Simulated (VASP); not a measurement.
Input of a VASP 6.6.1 run:

File INCAR:

```
SYSTEM = Pb
PREC = Accurate
ENCUT = 520
EDIFF = 1E-6
ISMEAR = -1
SIGMA = 0.05
LREAL = .FALSE.
LASPH = .TRUE.
NELM = 100
ALGO = Normal
ISIF = 2
LWAVE = .FALSE.
LCHARG = .FALSE.
GGA = CA
NBANDS = 21
```

KPOINTS

```
Automatic mesh
0
G
  8 8 8
  0 0 0
```

Contents of POSCAR:

```
Pb
1.0
    0.0000000000      3.4390000555      3.5077800566
    3.4390000555      0.0000000000      3.5077800566
    3.4390000555      3.4390000555      0.0000000000
Pb
2
Direct
    0.0000000000      0.0000000000      0.0000000000
    0.2500000000      0.2500000000      0.2500000000
```

Potentials or basis: VASP PAW LDA potentials, release 64 (Pb_d).

Run with:

```sh
$ cat potpaw_LDA.64/Pb_d/POTCAR > POTCAR
$ mpirun -np 1 vasp_std > vasp.out
```

(1) Estimate the band gap on the k mesh.

(2) Predict the pressure.

Results:

(1) zero (bands 14 and 15 overlap by 1.10 eV).

(2) -1.3 GPa.

Caveat: the cell differs from its parent crystal (zz strain of +2 %); spin-orbit coupling is left out, which moves the levels of the heavy elements.
